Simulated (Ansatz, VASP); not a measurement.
**B: VASP beside Ansatz**

```
B
1.0
     3.57895    0.00000    0.00000
    -1.78947    3.09946    0.00000
     0.00000    0.00000    2.19405
B
3
Direct
  0.00000 0.00000 0.00000
  0.33333 0.66667 0.50000
  0.66667 0.33333 0.50000
```

Alike in both runs: task relaxation of cell and atoms; functional PBE; k mesh 6 × 6 × 8; occupations gaussian, width 0.1 eV; no spin polarisation.

|  | VASP | Ansatz |
| --- | --- | --- |
| version | VASP 6.6.1 | Ansatz 0.2.0 |
| potentials or method | VASP PAW PBE potentials, release 64 (B_h), cutoff 1230 eV | scalar-relativistic, plane waves, PAW |
| valence electrons in the cell | 9 | 9 |

|  | VASP | Ansatz | Ansatz less VASP |
| --- | --- | --- | --- |
| gap on the k mesh at the Fermi level, each at its own relaxed structure (eV) | none | none | - |
| relaxed volume (Å³/atom) | 6.13 | 6.20 | +0.073 |
| relaxed length of the cell vector where the two differ most in proportion (Å) | 1.991 | 1.912 | -0.0787 |

A gap of «none» marks a metal or a gap that the smearing closes.

Noted on VASP's run: the volume moved by over 15 % at a fixed basis, so the end points are rough.
